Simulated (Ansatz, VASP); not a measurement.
**HfCl7 in VASP and in Ansatz**

INCAR

```
PREC = Accurate ; ENCUT = 600
EDIFF = 1E-6 ; ISMEAR = 0
SIGMA = 0.1 ; LREAL = False
LASPH = True ; NELM = 100
ALGO = Normal ; ISIF = 3
LWAVE = False ; LCHARG = False
GGA = PE ; IBRION = 2
NSW = 100 ; EDIFFG = -0.01
```

File KPOINTS:

```
Automatic mesh
0
Gamma
  8 8 8
```

File POSCAR:

```
HfCl7
1.0
    0.0000000000      4.2875241896      4.2875241896
    4.2875241896      0.0000000000      4.2875241896
    4.2875241896      4.2875241896      0.0000000000
Hf Cl
1 7
Direct
    0.0000000000      0.0000000000      0.0000000000
    0.5000000000      0.5000000000      0.5000000000
    0.0000000000      0.0000000000      0.5000000000
    0.5000000000      0.0000000000      0.5000000000
    0.0000000000      0.5000000000      0.5000000000
    0.5000000000      0.5000000000      0.0000000000
    0.0000000000      0.5000000000      0.0000000000
    0.5000000000      0.0000000000      0.0000000000
```

Input for Ansatz:

```yaml
crystal:
  lattice:
    - [0.0, 4.2875241896, 4.2875241896]
    - [4.2875241896, 0.0, 4.2875241896]
    - [4.2875241896, 4.2875241896, 0.0]
  atoms:
    - { symbol: Hf, position: [0.0, 0.0, 0.0] }
    - { symbol: Cl, position: [0.5, 0.5, 0.5] }
    - { symbol: Cl, position: [0.0, 0.0, 0.5] }
    - { symbol: Cl, position: [0.5, 0.0, 0.5] }
    - { symbol: Cl, position: [0.0, 0.5, 0.5] }
    - { symbol: Cl, position: [0.5, 0.5, 0.0] }
    - { symbol: Cl, position: [0.0, 0.5, 0.0] }
    - { symbol: Cl, position: [0.5, 0.0, 0.0] }
basis:
  ecutwfc: 420
kpoints:
  mp_grid: { grid: [8, 8, 8] }
hamiltonian:
  xc: pbe
scf:
  occupations: { method: gaussian, width: 0.1 }
output:
  forces: true
  stress: true
  eigenvalues: true
relax:
  adjacent_minimum: "off"
  f_tol: 0.01
  max_steps: 80
  cell: { stress_tol: 0.05 }
```

Change from the starting cell: species swapped into the LiPd7 type (Fm-3m, No. 225).

Alike in both runs: task relaxation of cell and atoms; functional PBE; k mesh 8 × 8 × 8; occupations gaussian, width 0.1 eV; no spin polarisation.

|  | VASP | Ansatz |
| --- | --- | --- |
| version | VASP 6.6.1 | Ansatz 0.2.0 |
| potentials or method | VASP PAW PBE potentials, release 64 (Hf_pv, Cl), cutoff 600 eV | scalar-relativistic, plane waves, PAW |
| valence electrons in the cell | 59 | 75 |

|  | VASP | Ansatz | Ansatz less VASP |
| --- | --- | --- | --- |
| gap on the k mesh at the Fermi level, each at its own relaxed structure (eV) | none | none | - |
| relaxed volume (Å³/atom) | 19.63 | 19.70 | +0.077 |
| relaxed length of the cell vector where the two differ most in proportion (Å) | 6.056 | 6.063 | +0.0079 |

A gap of «none» marks a metal or a gap that the smearing closes. VASP's potentials hold 59 valence electrons a cell and Ansatz's 75, so a difference there can come from the potentials and not from the codes.

Neither program's run includes spin-orbit coupling.
